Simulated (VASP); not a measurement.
# Re (Fm-3m) in VASP: further runs

Runs on Re. Level: PBEsol. Tasks: electric field gradients.

Program: VASP 6.6.1. These are calculated values, not measurements. Logs are shortened: lines on timing, memory, paths and dates and some standing lists are left out, and cuts for length are marked.

**1. The cell of the first run**

The structure is cubic, space group Fm-3m (No. 225). Conventional cell: a = 3.963 Å, b = 3.963 Å, c = 3.963 Å, α = 90.00°, β = 90.00°, γ = 90.00°. Re (site symmetry m-3m) has 12 Re at 2.80 Å within 3.7 Å.

**2. Electric field gradients, PBEsol (volume scaled by 1.01)**

File INCAR:

```
ALGO = Normal
EDIFF = 1E-8
ENCUT = 520
GGA = PS
ISIF = 2
ISMEAR = -1
LASPH = T
LCHARG = F
LEFG = T
LREAL = F
LWAVE = F
NBANDS = 10
NELM = 80
PREC = Accurate
SIGMA = 0.05
```

File KPOINTS:

```
k-points
0
Gamma
  14 14 14
```

File POSCAR:

```
Re
1.0
    0.0000000000      1.9815615100      1.9815615100
    1.9815615100      0.0000000000      1.9815615100
    1.9815615100      1.9815615100      0.0000000000
Re
1
Direct
    0.0000000000      0.0000000000      0.0000000000
```

Potentials or basis: VASP PAW PBE potentials, release 64 (Re).

Started as:

```sh
> cat potpaw_PBE.64/Re/POTCAR > POTCAR
> mpirun -np 1 vasp_std > vasp.out
```

OUTCAR:

```text
EDIFF = 1E-8
   ENCUT = 520
   GGA = PS
   ISIF = 2
   ISMEAR = -1
   LASPH = T
   LREAL = F
   NELM = 80
   PREC = Accurate

 ion  position               nearest neighbor table
   1  0.000  0.000  0.000-

  LATTYP: Found a face centered cubic cell.
 ALAT       =     3.9631230200

  Lattice vectors:

 A1 = (   0.0000000000,   1.9815615100,   1.9815615100)
 A2 = (   1.9815615100,   0.0000000000,   1.9815615100)
 A3 = (   1.9815615100,   1.9815615100,   0.0000000000)

Analysis of symmetry for initial positions (statically):
=====================================================================
 Subroutine PRICEL returns:
 Original cell was already a primitive cell.

 Routine SETGRP: Setting up the symmetry group for a
 face centered cubic supercell.

 Subroutine GETGRP returns: Found 48 space group operations
 (whereof 48 operations were pure point group operations)
 out of a pool of 48 trial point group operations.

The static configuration has the point symmetry O_h .

Analysis of symmetry for dynamics (positions and initial velocities):
=====================================================================
 Subroutine PRICEL returns:
 Original cell was already a primitive cell.

 Routine SETGRP: Setting up the symmetry group for a
 face centered cubic supercell.

 Subroutine GETGRP returns: Found 48 space group operations
 (whereof 48 operations were pure point group operations)
 out of a pool of 48 trial point group operations.

The dynamic configuration has the point symmetry O_h .

 Subroutine INISYM returns: Found 48 space group operations
 (whereof 48 operations are pure point group operations),
 and found     1 'primitive' translations

----------------------------------------------------------------------------------------

                                     Primitive cell

  volume of cell :      15.5615

  direct lattice vectors                    reciprocal lattice vectors
     0.000000000  1.981561510  1.981561510    -0.252326258  0.252326258  0.252326258
     1.981561510  0.000000000  1.981561510     0.252326258 -0.252326258  0.252326258
     1.981561510  1.981561510  0.000000000     0.252326258  0.252326258 -0.252326258

  length of vectors
[... 115 lines left out ...]
 NGX is ok and might be reduce to    24
   NGX = 11   NGY = 11   NGZ = 11

 number of electron       7.0000000 magnetization

 Free energy of the ion-electron system (eV)
  ---------------------------------------------------
  ext. energy  EPLUGINS =         0.00000000
  ---------------------------------------------------
  free energy    TOTEN  =       -13.23117582 eV

  energy without entropy =      -13.22119515  energy(sigma->0) =      -13.22618548

 E-fermi :   7.2879     XC(G=0): -13.5152

 val. band max:        7.2612013655   @ k =  -0.4286   0.4286   0.0714
 cond. band min:       7.3163816206   @ k =  -0.1429   0.1429   0.0000
 fundamental gap:      0.0551802551
 Fermi energy:         7.2878802207

 k-point     1 :       0.0000    0.0000    0.0000
  band No.  band energies     occupation
      1      -2.4661      2.00000
      2       5.5319      2.00000
      3       5.5319      2.00000
      4       5.5319      2.00000
      5       8.4580      0.00000
      6       8.4580      0.00000
      7      21.1967      0.00000
      8      26.5086      0.00000
      9      26.5086      0.00000
     10      26.5086      0.00000
[... 287 lines left out ...]
 k-point    24 :       0.2857    0.1429    0.0000
  band No.  band energies     occupation
      1       0.2612      2.00000
      2       3.9634      2.00000
      3       5.7995      2.00000
      4       6.6836      1.99999
      5       8.0478      0.00000
      6       9.4899      0.00000
      7      22.3176      0.00000
      8      25.3537      0.00000
      9      27.3865      0.00000
     10      28.0615      0.00000

 [... further k-points ...]
[... 5 lines left out ...]
  --------------------------------------------------------------------------------------
  -------------------------------------------------------------------------------------
  Total       -2.1311622     -2.1311622     -2.1311622      0.0000000      0.0000000     -0.0000000
  in kB     -219.4190965   -219.4190965   -219.4190965      0.0000000      0.0000000     -0.0000000
  external PRESSURE =    -219.4190965 kB  Pullay stress =       0.0000000 kB

 VOLUME and BASIS-vectors are now :
 -----------------------------------------------------------------------------
  energy-cutoff  :      520.00
  volume of cell :       15.56
      direct lattice vectors                 reciprocal lattice vectors
     0.000000000  1.981561510  1.981561510    -0.252326258  0.252326258  0.252326258
     1.981561510  0.000000000  1.981561510     0.252326258 -0.252326258  0.252326258
     1.981561510  1.981561510  0.000000000     0.252326258  0.252326258 -0.252326258

 POSITION                                       TOTAL-FORCE (eV/Angst)
 -----------------------------------------------------------------------------------
      0.00000      0.00000      0.00000        -0.000000      0.000000     -0.000000
 -----------------------------------------------------------------------------------
    total drift:                               -0.000000      0.000000     -0.000000

  FREE ENERGIE OF THE ION-ELECTRON SYSTEM (eV)
  ---------------------------------------------------
  free  energy   TOTEN  =       -13.2311758218 eV

  energy  without entropy=      -13.2211951481  energy(sigma->0) =      -13.22618548

 Electric field gradients (V/A^2)
---------------------------------------------------------------------
 ion       V_xx      V_yy      V_zz      V_xy      V_xz      V_yz
---------------------------------------------------------------------
   1      -0.000     0.000     0.000     0.000     0.000     0.000
---------------------------------------------------------------------

 Electric field gradients after diagonalization (V/A^2)
 (convention: |V_zz| > |V_xx| > |V_yy|)
----------------------------------------------------------------------
 ion       V_xx      V_yy      V_zz     asymmetry (V_yy - V_xx)/ V_zz
----------------------------------------------------------------------
   1      -0.000    -0.000     0.000       0.000
----------------------------------------------------------------------

           NMR quadrupolar parameters

 Cq : quadrupolar parameter    Cq=e*Q*V_zz/h
 eta: asymmetry parameters     (V_yy - V_xx)/ V_zz
 Q  : nuclear electric quadrupole moment in mb (millibarn)
----------------------------------------------------------------------
 ion       Cq(MHz)       eta       Q (mb)
----------------------------------------------------------------------
   1       0.000       0.000       1.000
----------------------------------------------------------------------
```

stdout:

```text
POSCAR found type information on POSCAR Re
 POSCAR found :  1 types and       1 ions
 scaLAPACK will be used
 -----------------------------------------------------------------------------
|                                                                             |
|                                                                             |
|     You enforced a specific xc type in the INCAR file but a different       |
|     I HOPE YOU KNOW WHAT YOU ARE DOING!                                     |
|                                                                             |
 -----------------------------------------------------------------------------

 LDA part: xc-table for (Slater+PW92), standard interpolation
 POSCAR, INCAR and KPOINTS ok, starting setup
 FFT: planning ... GRIDC
 FFT: planning ... GRID_SOFT
 FFT: planning ... GRID
 WAVECAR not read
 entering main loop
ion   1
```

It took 21 s on 1 thread of Intel Xeon Platinum 8488C (Sapphire Rapids), shared host; peak memory 0.15 GiB.

What came out:

| Quantity | Value |
| --- | --- |
| Free energy | -13.2312 eV |
| Pressure | -21.9 GPa |

Caveat: without QUAD_EFG the Cq values of the log hold for a quadrupole moment of 1 mb, not for the nuclei; the PAW data sets were made with another functional, which shifts forces and pressure a little; spin-orbit coupling is left out, which moves the levels of the heavy elements.

**3. Electric field gradients, PBEsol (volume scaled by 0.99)**

File INCAR:

```
SYSTEM = Re
PREC = Accurate
ENCUT = 520
EDIFF = 1E-8
ISMEAR = -1
SIGMA = 0.05
LREAL = .False.
LASPH = .True.
NELM = 80
ALGO = Normal
ISIF = 2
LWAVE = .False.
LCHARG = .False.
GGA = PS
LEFG = .True.
NBANDS = 10
```

File KPOINTS:

```
regular mesh
0
Gamma
  14 14 14
  0 0 0
```

File POSCAR:

```
Re
1.0
    0.0000000000      1.9683945995      1.9683945995
    1.9683945995      0.0000000000      1.9683945995
    1.9683945995      1.9683945995      0.0000000000
Re
1
Direct
    0.0000000000      0.0000000000      0.0000000000
```

Potentials or basis: VASP PAW PBE potentials, release 64 (Re).

Started as:

```sh
> cat potpaw_PBE.64/Re/POTCAR > POTCAR
> mpirun -np 1 vasp_std > vasp.out
```

OUTCAR:

```text
SYSTEM = Re
   PREC = Accurate
   ENCUT = 520
   EDIFF = 1E-8
   ISMEAR = -1
   LREAL = .False.
   LASPH = .True.
   NELM = 80
   ISIF = 2
   GGA = PS

 ion  position               nearest neighbor table
   1  0.000  0.000  0.000-

  LATTYP: Found a face centered cubic cell.
 ALAT       =     3.9367891990

  Lattice vectors:

 A1 = (   0.0000000000,   1.9683945995,   1.9683945995)
 A2 = (   1.9683945995,   0.0000000000,   1.9683945995)
 A3 = (   1.9683945995,   1.9683945995,   0.0000000000)

Analysis of symmetry for initial positions (statically):
=====================================================================
 Subroutine PRICEL returns:
 Original cell was already a primitive cell.

 Routine SETGRP: Setting up the symmetry group for a
 face centered cubic supercell.

[... 493 lines left out ...]
  external PRESSURE =    -157.6275467 kB  Pullay stress =       0.0000000 kB

 VOLUME and BASIS-vectors are now :
 -----------------------------------------------------------------------------
  energy-cutoff  :      520.00
  volume of cell :       15.25
      direct lattice vectors                 reciprocal lattice vectors
     0.000000000  1.968394600  1.968394600    -0.254014109  0.254014109  0.254014109
     1.968394600  0.000000000  1.968394600     0.254014109 -0.254014109  0.254014109
     1.968394600  1.968394600  0.000000000     0.254014109  0.254014109 -0.254014109

 POSITION                                       TOTAL-FORCE (eV/Angst)
 -----------------------------------------------------------------------------------
      0.00000      0.00000      0.00000         0.000000      0.000000      0.000000
 -----------------------------------------------------------------------------------
    total drift:                               -0.000000      0.000000      0.000000

  FREE ENERGIE OF THE ION-ELECTRON SYSTEM (eV)
  ---------------------------------------------------
  free  energy   TOTEN  =       -13.2673269501 eV

  energy  without entropy=      -13.2575511146  energy(sigma->0) =      -13.26243903

 Electric field gradients (V/A^2)
---------------------------------------------------------------------
 ion       V_xx      V_yy      V_zz      V_xy      V_xz      V_yz
---------------------------------------------------------------------
   1      -0.000     0.000    -0.000     0.000     0.000     0.000
---------------------------------------------------------------------

 Electric field gradients after diagonalization (V/A^2)
 (convention: |V_zz| > |V_xx| > |V_yy|)
----------------------------------------------------------------------
 ion       V_xx      V_yy      V_zz     asymmetry (V_yy - V_xx)/ V_zz
----------------------------------------------------------------------
   1      -0.000    -0.000     0.000       0.000
----------------------------------------------------------------------

           NMR quadrupolar parameters

 Cq : quadrupolar parameter    Cq=e*Q*V_zz/h
 eta: asymmetry parameters     (V_yy - V_xx)/ V_zz
 Q  : nuclear electric quadrupole moment in mb (millibarn)
----------------------------------------------------------------------
 ion       Cq(MHz)       eta       Q (mb)
----------------------------------------------------------------------
   1       0.000       0.000       1.000
----------------------------------------------------------------------
```

Run time: 21 s. Hardware: 1 thread of Intel Xeon Platinum 8488C (Sapphire Rapids), shared host; peak memory 0.15 GiB.

Results:

- Free energy: -13.2673 eV
- Pressure: -15.8 GPa

Caveat: without QUAD_EFG the Cq values of the log hold for a quadrupole moment of 1 mb, not for the nuclei; the PAW data sets were made with another functional, which shifts forces and pressure a little; spin-orbit coupling is left out, which moves the levels of the heavy elements.
